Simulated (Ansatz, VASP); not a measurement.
## Two plane-wave programs on IrW3

File INCAR:

```
PREC     = Accurate       # precision mode
ENCUT    = 520            # plane-wave cutoff, eV
EDIFF    = 1E-6           # SCF threshold, eV
ISMEAR   = 0              # smearing method
SIGMA    = 0.1            # smearing width, eV
LREAL    = F              # projectors in reciprocal space
LASPH    = T              # aspherical terms in the spheres
NELM     = 100            # most SCF steps
ALGO     = Normal         # electronic algorithm
ISIF     = 2              # what is computed and relaxed
LWAVE    = F              # write WAVECAR
LCHARG   = F              # write CHGCAR
GGA      = PE             # functional
NBANDS   = 34             # bands
```

Contents of KPOINTS:

```
regular mesh
0
Gamma
  6 6 4
```

Contents of POSCAR:

```
IrW3
1.0
    3.7057880500      0.0000000000      0.0000000000
    0.0000000000      3.7057880500      0.0000000000
    0.0000000000      0.0000000000      4.9697122000
Ir W
1 3
Direct
    0.0000000000      0.0000000000      0.0000000000
    0.5000000000      0.5000000000      0.2319584400
    0.5000000000      0.5000000000      0.7680415600
    0.0000000000      0.0000000000      0.5000000000
```

Input for Ansatz:

```yaml
crystal:
  lattice:
    - [3.70578805, 0.0, 0.0]
    - [0.0, 3.70578805, 0.0]
    - [0.0, 0.0, 4.9697122]
  atoms:
    - { symbol: Ir, position: [0.0, 0.0, 0.0] }
    - { symbol: W, position: [0.5, 0.5, 0.23195844] }
    - { symbol: W, position: [0.5, 0.5, 0.76804156] }
    - { symbol: W, position: [0.0, 0.0, 0.5] }
basis:
  ecutwfc: 420
kpoints:
  mp_grid: { grid: [6, 6, 4] }
hamiltonian:
  xc: pbe
scf:
  occupations: { method: gaussian, width: 0.1 }
  lower_state_search: "off"
output:
  forces: true
  stress: true
  eigenvalues: true
```

Alike in both runs: task single point; functional PBE; k mesh 6 × 6 × 4; occupations gaussian, width 0.1 eV; no spin polarisation.

|  | VASP | Ansatz |
| --- | --- | --- |
| version | VASP 6.6.1 | Ansatz 0.2.0 |
| potentials or method | VASP PAW PBE potentials, release 64 (Ir, W_sv), cutoff 520 eV | scalar-relativistic, plane waves, PAW |
| valence electrons in the cell | 51 | 59 |

```csv
,VASP,Ansatz,Ansatz less VASP
gap on the k mesh at the Fermi level (eV),none,none,-
pressure (GPa),4.4,3.7,-0.70
"traceless stress, the component that is largest in VASP (GPa)",46.89,45.79,-1.098
rms of the force components (eV/Å),1.614,1.542,-0.0725
```

Atom by atom the forces differ by 0.072 eV/Å (rms over components). A gap of «none» marks a metal or a gap that the smearing closes. VASP's potentials hold 51 valence electrons a cell and Ansatz's 59, so a difference there can come from the potentials and not from the codes.

Neither program's run includes spin-orbit coupling.
